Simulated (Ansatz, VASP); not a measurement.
**Rb: VASP beside Ansatz**

The input INCAR:

```
SYSTEM = Rb
PREC = Accurate
ENCUT = 500
EDIFF = 1E-6
ISMEAR = -1
SIGMA = 0.01
LREAL = .FALSE.
LASPH = .TRUE.
NELM = 120
ALGO = Normal
ISIF = 2
LWAVE = .FALSE.
LCHARG = .TRUE.
GGA = LIBXC
LIBXC1 = GGA_X_RPBE
LIBXC2 = GGA_C_LYP
LELF = .TRUE.
LVHAR = .TRUE.
NBANDS = 10
GGA_COMPAT = .FALSE.
```

Contents of KPOINTS:

```
Automatic mesh
0
G
  7 7 7
  0 0 0
```

The input POSCAR:

```
Rb
1.0
   -2.8393792292      2.8393792292      2.8393792292
    2.8393792292     -2.8393792292      2.8393792292
    2.8393792292      2.8393792292     -2.8393792292
Rb
1
Direct
    0.0000000000      0.0000000000      0.0000000000
```

input.yaml

```yaml
crystal:
  lattice:
    - [-2.8393792292, 2.8393792292, 2.8393792292]
    - [2.8393792292, -2.8393792292, 2.8393792292]
    - [2.8393792292, 2.8393792292, -2.8393792292]
  atoms:
    - { symbol: Rb, position: [0.0, 0.0, 0.0] }
kpoints:
  mp_grid: { grid: [7, 7, 7] }
scf:
  occupations: { method: fermi_dirac, width: 0.01 }
hamiltonian:
  xc: { exchange: rpbe, correlation: lyp }
  pseudopotentials: { kind: all_electron, lapw: { basis_error: 0.0005 } }
output:
  forces: true
  stress: true
  eigenvalues: true
```

Change from the starting cell: volume scaled by 1.04.

Alike in both runs: task single point; functional rpbe exchange, lyp correlation; k mesh 7 × 7 × 7; occupations fermi-dirac, width 0.01 eV; no spin polarisation.

```csv
,VASP,Ansatz
version,VASP 6.6.1,Ansatz 0.2.0
potentials or method,"VASP PAW PBE potentials, release 64 (Rb_sv), cutoff 500 eV","all-electron LAPW, scalar-relativistic"
```

|  | VASP | Ansatz | Ansatz less VASP |
| --- | --- | --- | --- |
| gap on the k mesh at the Fermi level (eV) | none | none | - |
| pressure (GPa) | 0.3 | 0.3 | 0.00 |

VASP's potentials were made for PBE, not for rpbe exchange, lyp correlation. A gap of «none» marks a metal or a gap that the smearing closes. Ansatz ran all-electron here, and VASP with PAW potentials.
